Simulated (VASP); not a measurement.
Here is a VASP 6.6.1 calculation.

File INCAR:

```
SYSTEM = GaN
PREC = Accurate
ENCUT = 520
EDIFF = 1E-8
ISMEAR = 0
SIGMA = 0.01
LREAL = .FALSE.
LASPH = .TRUE.
NELM = 80
ALGO = Normal
ISIF = 2
LWAVE = .FALSE.
LCHARG = .FALSE.
METAGGA = R2SCAN
LMIXTAU = .TRUE.
LCALCEPS = .TRUE.
```

KPOINTS

```
Automatic mesh
0
G
  8 8 8
  0 0 0
```

Contents of POSCAR:

```
GaN
1.0
    0.0000000000      2.1085153661      2.1085153661
    2.1085153661      0.0000000000      2.1085153661
    2.1085153661      2.1085153661      0.0000000000
Ga N
1 1
Direct
    0.5000000000      0.5000000000      0.5000000000
    0.0000000000      0.0000000000      0.0000000000
```

Potentials or basis: VASP PAW PBE potentials, release 64 (Ga_d, N).

Command:

```console
$ cat potpaw_PBE.64/Ga_d/POTCAR potpaw_PBE.64/N/POTCAR > POTCAR
$ mpirun -np 1 vasp_std > vasp.out
```

What does it give for the electronic dielectric tensor (diagonal)?

7.13.

Estimate the Born charges (mean of the diagonal).

Ga +3.52; N -3.52 e.

What does it give for the band gap on the k mesh?

1.17 eV (least direct gap 3.41 eV).

Born effective charge tensors (e):
atom 1, Ga
```
3.52 0.00 0.00
0.00 3.52 0.00
0.00 0.00 3.52
```
atom 2, N
```
-3.52  0.00  0.00
 0.00 -3.52  0.00
 0.00  0.00 -3.52
```

 A k mesh can miss the band edges.
